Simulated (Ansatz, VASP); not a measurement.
## Two plane-wave programs on Cs

POSCAR

```
Cs
1.0
   -3.1348857123      3.1348857123      3.1348857123
    3.1348857123     -3.1348857123      3.1348857123
    3.1348857123      3.1348857123     -3.1348857123
Cs
1
Direct
    0.0000000000      0.0000000000      0.0000000000
```

INCAR.step1

```
SYSTEM = Cs
PREC = Accurate ; ENCUT = 520
ISMEAR = -1 ; SIGMA = 0.1
LREAL = .FALSE. ; LASPH = .TRUE.
NELM = 80 ; NBANDS = 10
GGA = PE ; ALGO = Normal
EDIFF = 1E-4 ; LWAVE = .TRUE.
LCHARG = .FALSE.
```

Contents of INCAR.step2:

```
SYSTEM = Cs
PREC = Accurate ; ENCUT = 520
EDIFF = 1E-6 ; ISMEAR = -1
SIGMA = 0.1 ; LREAL = .FALSE.
LASPH = .TRUE. ; NELM = 80
ALGO = Normal ; ISIF = 2
LWAVE = .FALSE. ; LCHARG = .FALSE.
METAGGA = R2SCAN ; LMIXTAU = .TRUE.
NBANDS = 10 ; ISTART = 1
```

The input KPOINTS:

```
regular mesh
0
G
  7 7 7
  0 0 0
```

Input for Ansatz:

```yaml
crystal:
  lattice:
    - [-3.1348857123, 3.1348857123, 3.1348857123]
    - [3.1348857123, -3.1348857123, 3.1348857123]
    - [3.1348857123, 3.1348857123, -3.1348857123]
  atoms:
    - { symbol: Cs, position: [0.0, 0.0, 0.0] }
hamiltonian:
  xc: r2scan
  pseudopotentials:
    kind: paw
    azcp:
      Cs: "pseudopotentials/Cs.paw.azcp"
basis:
  ecutwfc: 800
  fft_grid_basis: typed
kpoints:
  mp_grid: { grid: [7, 7, 7], shift: [0, 0, 0] }
magnetization:
  spin_polarized: false
scf:
  occupations: { method: fermi_dirac, width: 0.1 }
  lower_state_search: "off"
output:
  stress: true
```

Alike in both runs: task single point; functional r2SCAN; k mesh 7 × 7 × 7; occupations fermi-dirac, width 0.1 eV; no spin polarisation.

```csv
,VASP,Ansatz
version,VASP 6.6.1,Ansatz 0.2.0
potentials or method,"VASP PAW PBE potentials, release 64 (Cs_sv), cutoff 520 eV","plane waves (800 eV) with PAW, scalar-relativistic"
valence electrons in the cell,9,9
```

|  | VASP | Ansatz | Ansatz less VASP |
| --- | --- | --- | --- |
| pressure (GPa) | 0.0 | 0.0 | 0.00 |

VASP's potentials were made for PBE, not for r2SCAN. The functional is the same, so the differences come from potentials, cutoffs and numerics.

Neither program's run includes spin-orbit coupling.
